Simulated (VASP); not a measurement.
Here is a VASP 6.6.1 calculation.

The input INCAR:

```
PREC = Accurate ; ENCUT = 500
EDIFF = 1E-6 ; ISMEAR = 0
SIGMA = 0.1 ; LREAL = F
LASPH = T ; NELM = 120
ALGO = Normal ; ISIF = 2
LWAVE = F ; LCHARG = T
GGA = PE ; LELF = T
LVHAR = T ; NBANDS = 45
GGA_COMPAT = F
```

Contents of KPOINTS:

```
regular mesh
0
Gamma
  8 8 8
```

POSCAR

```
Zr2Ti
1.0
    0.0000000000      4.0467471968      4.0467471968
    4.0467471968      0.0000000000      4.0467471968
    4.0467471968      4.0467471968      0.0000000000
Zr Ti
4 2
Direct
    0.1250000000      0.1250000000      0.1250000000
    0.6250000000      0.1250000000      0.1250000000
    0.1250000000      0.1250000000      0.6250000000
    0.1250000000      0.6250000000      0.1250000000
    0.5000000000      0.5000000000      0.5000000000
    0.7500000000      0.7500000000      0.7500000000
```

Potentials or basis: VASP PAW PBE potentials, release 64 (Zr_sv, Ti_sv).

The run is started by

```console
$ cat potpaw_PBE.64/Zr_sv/POTCAR potpaw_PBE.64/Ti_sv/POTCAR > POTCAR
$ mpirun -np 1 vasp_std > vasp.out
```

Task: Estimate the band gap on the k mesh.

Result: Zero (bands 36 and 37 overlap by 0.13 eV).

Task: What does it give for the pressure?

Result: 0.0 GPa.
